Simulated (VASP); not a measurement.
Crystal: La.

```
La
1.0
     0.00000    3.69654    3.69654
     3.69654    0.00000    3.69654
     3.69654    3.69654    0.00000
La
2
Direct
  0.12500 0.12500 0.12500
  0.87500 0.87500 0.87500
```

| Item | Value |
| --- | --- |
| Program | VASP 6.6.1 |
| Task | relaxation of cell and atoms |
| Functional | LDA |
| Potentials or basis | VASP PAW LDA potentials, release 64 (La) |
| Cutoff | 600 eV |
| k mesh | 8 × 8 × 8 |
| Occupations | fermi-dirac, width 0.1 eV |
| Spin | no spin polarisation |

At the start: pressure -6.1 GPa; volume 50.51 Å³/atom.

**Question.** How do energy, volume and symmetry change on relaxing?

**Answer.** Over 3 steps the energy falls by 529.0 meV/atom and the volume is 34.57 Å³/atom (-31.6 %); space group Fd-3m (No. 227, to 0.05 Å).

The path:
| step | energy change (eV) | largest force (eV/Å) | pressure (GPa) | volume (Å³) |
| --- | --- | --- | --- | --- |
| 1 | 0.0000 | 0.0000 | -6.07 | 101.02 |
| 2 | -0.9673 | 0.0000 | -4.07 | 75.55 |
| 3 | -1.0581 | 0.0000 | -0.04 | 69.15 |

Final structure:
```yaml
crystal:
  lattice:
    - [0.00000, 3.25776, 3.25776]
    - [3.25776, 0.00000, 3.25776]
    - [3.25776, 3.25776, 0.00000]
  atoms:
    - { symbol: La, position: [0.12500, 0.12500, 0.12500] }
    - { symbol: La, position: [0.87500, 0.87500, 0.87500] }
```

Caveat: the volume moved by over 15 % at a fixed basis, so the end points are rough.
